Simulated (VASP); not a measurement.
A run of VASP 6.6.1 is set up as follows.

The input INCAR:

```
SYSTEM = TiH3
PREC = Accurate
ENCUT = 520
EDIFF = 1E-7
ISMEAR = -1
SIGMA = 0.1
LREAL = .FALSE.
LASPH = .TRUE.
NELM = 80
ALGO = Normal
ISIF = 2
LWAVE = .FALSE.
LCHARG = .TRUE.
GGA = PS
LELF = .TRUE.
LVHAR = .TRUE.
NBANDS = 16
```

Contents of KPOINTS:

```
regular mesh
0
G
  16 16 16
  0 0 0
```

File POSCAR:

```
TiH3
1.0
    2.8727054284      0.0000000000      0.0000000000
    0.0000000000      2.8727054284      0.0000000000
    0.0000000000      0.0000000000      2.8727054284
Ti H
1 3
Direct
    0.0000000000      0.0000000000      0.0000000000
    0.0000000000      0.5000000000      0.5000000000
    0.5000000000      0.0000000000      0.5000000000
    0.5000000000      0.5000000000      0.0000000000
```

Potentials or basis: VASP PAW PBE potentials, release 64 (Ti_sv, H).

Run with:

```bash
$ cat potpaw_PBE.64/Ti_sv/POTCAR potpaw_PBE.64/H/POTCAR > POTCAR
$ mpirun -np 1 vasp_std > vasp.out
```

(1) Predict the band gap on the k mesh.

(2) Estimate the pressure.

Answers

(1) zero (an odd number of electrons rules out a gap without spin polarisation).

(2) -3.0 GPa.

Caveat: the cell stands under tension; the PAW data sets were made with another functional, which shifts forces and pressure a little.
